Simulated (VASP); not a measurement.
# W (Im-3m) in VASP: notebook

Runs on W. Level: PBE. Tasks: single point.

All numbers are computed with VASP 6.6.1; they aren't measurements. Logs are shortened: lines on timing, memory, paths and dates and some standing lists are left out, and cuts for length are marked.

**1. The cell of the first run**

The structure is cubic, space group Im-3m (No. 229). The conventional cell has a = 3.184 Å, b = 3.184 Å, c = 3.184 Å, α = 90.00°, β = 90.00°, γ = 90.00°. W (site symmetry m-3m) has 14 W at 2.76 to 3.18 Å within 3.6 Å.

**2. Single point, PBE**

INCAR

```
PREC = Accurate ; ENCUT = 520
EDIFF = 1E-6 ; ISMEAR = 0
SIGMA = 0.1 ; LREAL = False
LASPH = True ; NELM = 100
ALGO = Normal ; ISIF = 2
LWAVE = False ; LCHARG = False
GGA = PE ; NBANDS = 13
```

KPOINTS

```
regular mesh
0
Gamma
  18 18 18
```

POSCAR

```
W
1.0
   -1.5917742693      1.5917742693      1.5917742693
    1.5917742693     -1.5917742693      1.5917742693
    1.5917742693      1.5917742693     -1.5917742693
W
1
Direct
    0.0000000000      0.0000000000      0.0000000000
```

Potentials or basis: VASP PAW PBE potentials, release 64 (W_sv).

Run with:

```sh
> cat potpaw_PBE.64/W_sv/POTCAR > POTCAR
> mpirun -np 1 vasp_std > vasp.out
```

OUTCAR:

```text
PREC = Accurate
   ENCUT = 520
   EDIFF = 1E-6
   ISMEAR = 0
   LREAL = False
   LASPH = True
   NELM = 100
   ISIF = 2
   GGA = PE

 ion  position               nearest neighbor table
   1  0.000  0.000  0.000-

  LATTYP: Found a body centered cubic cell.
 ALAT       =     3.1835485386

  Lattice vectors:

 A1 = (  -1.5917742693,   1.5917742693,   1.5917742693)
 A2 = (   1.5917742693,  -1.5917742693,   1.5917742693)
 A3 = (   1.5917742693,   1.5917742693,  -1.5917742693)

Analysis of symmetry for initial positions (statically):
=====================================================================
 Subroutine PRICEL returns:
 Original cell was already a primitive cell.

 Routine SETGRP: Setting up the symmetry group for a
 body centered cubic supercell.

 Subroutine GETGRP returns: Found 48 space group operations
 (whereof 48 operations were pure point group operations)
 out of a pool of 48 trial point group operations.

The static configuration has the point symmetry O_h .

Analysis of symmetry for dynamics (positions and initial velocities):
=====================================================================
 Subroutine PRICEL returns:
 Original cell was already a primitive cell.

 Routine SETGRP: Setting up the symmetry group for a
 body centered cubic supercell.

 Subroutine GETGRP returns: Found 48 space group operations
 (whereof 48 operations were pure point group operations)
 out of a pool of 48 trial point group operations.

The dynamic configuration has the point symmetry O_h .

 Subroutine INISYM returns: Found 48 space group operations
 (whereof 48 operations are pure point group operations),
 and found     1 'primitive' translations

----------------------------------------------------------------------------------------

                                     Primitive cell

  volume of cell :      16.1326

  direct lattice vectors                    reciprocal lattice vectors
    -1.591774269  1.591774269  1.591774269     0.000000000  0.314114890  0.314114890
     1.591774269 -1.591774269  1.591774269     0.314114890  0.000000000  0.314114890
     1.591774269  1.591774269 -1.591774269     0.314114890  0.314114890  0.000000000

  length of vectors
     2.757033909  2.757033909  2.757033909     0.444225538  0.444225538  0.444225538

  position of ions in fractional coordinates (direct lattice)
     0.000000000  0.000000000  0.000000000

  ion indices of the primitive-cell ions
   primitive index   ion index
                 1           1
[... 80 lines left out ...]
   POTIM  = 0.5000    time-step for ionic-motion
   TEBEG  =    0.0;   TEEND  =   0.0 temperature during run
   PSTRESS=    0.0 pullay stress
   NELECT =      14.0000    total number of electrons
   NUPDOWN=      -1.0000    fix difference up-down
   EMIN   =  10.00;   EMAX   =-10.00  energy-range for DOS
   EFERMI =   0.00;   METHOD = LEGACY
   ISMEAR =     0;   SIGMA  =   0.10  broadening in eV -4-tet -1-fermi 0-gaus
   EFERMI_NEDOS =   21; number of points for ismear=-14 and -15
   IALGO  =     38    algorithm
   IMIX   =      4    mixing-type and parameters
     AMIX     =   0.40;   BMIX     =  1.00
     AMIX_MAG =   1.60;   BMIX_MAG =  1.00
  volume/ion in A,a.u.               =      16.13       108.87
  Fermi-wavevector in a.u.,A,eV,Ry     =   1.561527  2.950857 33.175971  2.438365
  Thomas-Fermi vector in A             =   2.664579
   LORBIT       =      0    0 simple, 1 ext, 2 COOP (PROOUT), +10 PAW based schemes
   GGA     = PE    functional components
   LHFCALC =     F    Hartree Fock is set to
   AEXX    =    0.0000 exact exchange contribution
   IVDW    =     0    specifies the selected vdW correction
   LEPSILON=     F    determine dielectric tensor
   LRPA    =     F    only Hartree local field effects (RPA)
 non-spin polarized calculation
 Gauss-broadening in eV      SIGMA  =   0.10
  energy-cutoff  :      520.00
  volume of cell :       16.13
 maximum number of plane-waves:       466
 NGX is ok and might be reduce to    24

 number of electron      14.0000002 magnetization

 Free energy of the ion-electron system (eV)
  ---------------------------------------------------
  ext. energy  EPLUGINS =         0.00000000
  ---------------------------------------------------
  free energy    TOTEN  =       -12.95114071 eV

  energy without entropy =      -12.94756900  energy(sigma->0) =      -12.94935486

 E-fermi :  11.1896     XC(G=0): -13.5409

 val. band max:       11.1855221858   @ k =  -0.2778   0.3333   0.2222
 cond. band min:      11.2017831429   @ k =   0.5000   0.5000   0.2222
 fundamental gap:      0.0162609572
 Fermi energy:        11.1896367306

 k-point     1 :       0.0000    0.0000    0.0000
  band No.  band energies     occupation
      1     -63.0109      2.00000
      2     -26.5985      2.00000
      3     -26.5985      2.00000
      4     -26.5985      2.00000
      5       1.6511      2.00000
      6       9.9935      2.00000
      7       9.9935      2.00000
      8       9.9935      2.00000
      9      13.4130      0.00000
     10      13.4130      0.00000
     11      25.6673      0.00000
     12      25.6673      0.00000
     13      25.6673      0.00000
[... 354 lines left out ...]
  band No.  band energies     occupation
      1     -62.8867      2.00000
      2     -27.7386      2.00000
      3     -27.0275      2.00000
      4     -26.6585      2.00000
      5       5.4563      2.00000
      6       7.8561      2.00000
      7      10.5775      2.00000
      8      13.1790      0.00000
      9      14.4735      0.00000
     10      17.4670      0.00000
     11      21.8671      0.00000
     12      23.6677      0.00000
     13      27.7502      0.00000

 [... further k-points ...]

------------------------ aborting loop because EDIFF is reached ----------------------------------------

  FORCE on cell =-STRESS in cart. coord.  units (eV):
  Direction    XX          YY          ZZ          XY          YZ          ZX
  --------------------------------------------------------------------------------------
  -------------------------------------------------------------------------------------
  Total        0.0489213      0.0489213      0.0489213      0.0000000      0.0000000     -0.0000000
  in kB        4.8585249      4.8585249      4.8585249      0.0000000      0.0000000     -0.0000000
  external PRESSURE =       4.8585249 kB  Pullay stress =       0.0000000 kB

 VOLUME and BASIS-vectors are now :
 -----------------------------------------------------------------------------
  energy-cutoff  :      520.00
  volume of cell :       16.13
      direct lattice vectors                 reciprocal lattice vectors
    -1.591774269  1.591774269  1.591774269     0.000000000  0.314114890  0.314114890
     1.591774269 -1.591774269  1.591774269     0.314114890  0.000000000  0.314114890
     1.591774269  1.591774269 -1.591774269     0.314114890  0.314114890  0.000000000

 POSITION                                       TOTAL-FORCE (eV/Angst)
 -----------------------------------------------------------------------------------
      0.00000      0.00000      0.00000        -0.000000      0.000000     -0.000000
 -----------------------------------------------------------------------------------
    total drift:                                0.000000      0.000000     -0.000000

  FREE ENERGIE OF THE ION-ELECTRON SYSTEM (eV)
  ---------------------------------------------------
  free  energy   TOTEN  =       -12.9511407135 eV

  energy  without entropy=      -12.9475690021  energy(sigma->0) =      -12.94935486
```

stdout:

```text
POSCAR found type information on POSCAR W
 POSCAR found :  1 types and       1 ions
 scaLAPACK will be used
 LDA part: xc-table for (Slater+PW92), standard interpolation
 POSCAR, INCAR and KPOINTS ok, starting setup
 FFT: planning ... GRIDC
 FFT: planning ... GRID_SOFT
 FFT: planning ... GRID
 WAVECAR not read
 entering main loop
```

Run time: 26 s. Hardware: 1 thread of Intel Xeon Platinum 8488C (Sapphire Rapids), shared host; peak memory 0.17 GiB.

Results:

| Quantity | Value |
| --- | --- |
| Free energy | -12.9511 eV |
| Pressure | 0.5 GPa |
| Band gap on the k mesh | zero (band 7 reaches 16.23 eV, above the bottom of band 8 at 9.99 eV) |

Levels at points of the mesh, in eV from the Fermi level:
```tsv
k point	band 4	band 5	band 6	band 7	band 8	band 9	band 10	band 11
(0.00, 0.00, 0.00)	-37.79	-9.54	-1.20	-1.20	-1.20	2.22	2.22	14.48
(0.50, 0.00, 0.00)	-37.79	-6.16	-3.48	0.62	2.11	3.06	6.00	10.80
(0.50, 0.50, 0.50)	-38.64	-5.69	-5.69	5.04	5.04	5.04	8.11	8.11
```

Caveat: spin-orbit coupling is left out, which moves the levels of the heavy elements.

**3. Single point, PBE**

This run uses another cell than the first one, of the same volume but with other edges.

INCAR

```
SYSTEM = W
ALGO     = Fast           ! electronic algorithm
EDIFF    = 1E-7           ! SCF threshold, eV
ENCUT    = 520            ! plane-wave cutoff, eV
GGA      = PE             ! functional
ISIF     = 2              ! what is computed and relaxed
ISMEAR   = 0              ! smearing method
ISYM     = 0            
LASPH    = .True.         ! aspherical terms in the spheres
LCHARG   = .True.         ! write CHGCAR
LELF     = .True.         ! ELF
LREAL    = .False.        ! projectors in reciprocal space
LVHAR    = .True.       
LWAVE    = .False.        ! write WAVECAR
NBANDS   = 13             ! bands
NELM     = 60             ! most SCF steps
PREC     = Accurate       ! precision mode
SIGMA    = 0.1            ! smearing width, eV
```

KPOINTS

```
k-points
0
Gamma
  12 8 26
  0 0 0
```

POSCAR

```
W
1.0
    2.7570339087      0.0000000000      0.0000000000
    0.0000000000      4.5022175199      0.0000000000
    0.9190113029      2.2511087599      1.2996782485
W
1
Direct
    0.0000000000      0.0000000000      0.0000000000
```

Potentials or basis: VASP PAW PBE potentials, release 64 (W_sv).

Run with:

```sh
> cat potpaw_PBE.64/W_sv/POTCAR > POTCAR
> mpirun -np 1 vasp_std > vasp.out
```

It took 4.7 min on 1 thread of Intel Xeon Platinum 8488C (Sapphire Rapids), shared host; peak memory 0.38 GiB.

Results (log left out):

```
Free energy            : -12.9563 eV
Pressure               : 0.6 GPa
Band gap on the k mesh : zero (band 7 reaches 16.23 eV, above the bottom of band 8 at 10.00 eV)
```

Levels at points of the mesh, in eV from the Fermi level:
```
           k point  band 3  band 4  band 5  band 6  band 7  band 8  band 9  band 10  band 11  band 12
(0.00, 0.00, 0.00)  -37.80  -37.79   -9.54   -1.21   -1.20   -1.19    2.22     2.22    14.47    14.48
(0.50, 0.00, 0.00)  -38.19  -37.81   -6.16   -3.49    0.62    2.10    3.06     6.00    10.80    11.44
(0.00, 0.50, 0.00)  -38.19  -37.80   -6.16   -3.48    0.62    2.11    3.06     5.99    10.80    11.44
(0.50, 0.50, 0.00)  -38.19  -37.81   -6.16   -3.49    0.62    2.10    3.06     6.00    10.80    11.44
(0.00, 0.00, 0.50)  -38.19  -37.80   -6.16   -3.48    0.62    2.10    3.06     5.99    10.80    11.44
(0.50, 0.00, 0.50)  -38.65  -38.64   -5.69   -5.69    5.04    5.04    5.04     8.10     8.10     8.11
(0.00, 0.50, 0.50)  -38.19  -37.80   -6.16   -3.48    0.62    2.10    3.06     5.99    10.80    11.44
(0.50, 0.50, 0.50)  -38.19  -37.81   -6.16   -3.49    0.62    2.10    3.06     6.00    10.80    11.44
```

Caveat: spin-orbit coupling is left out, which moves the levels of the heavy elements.
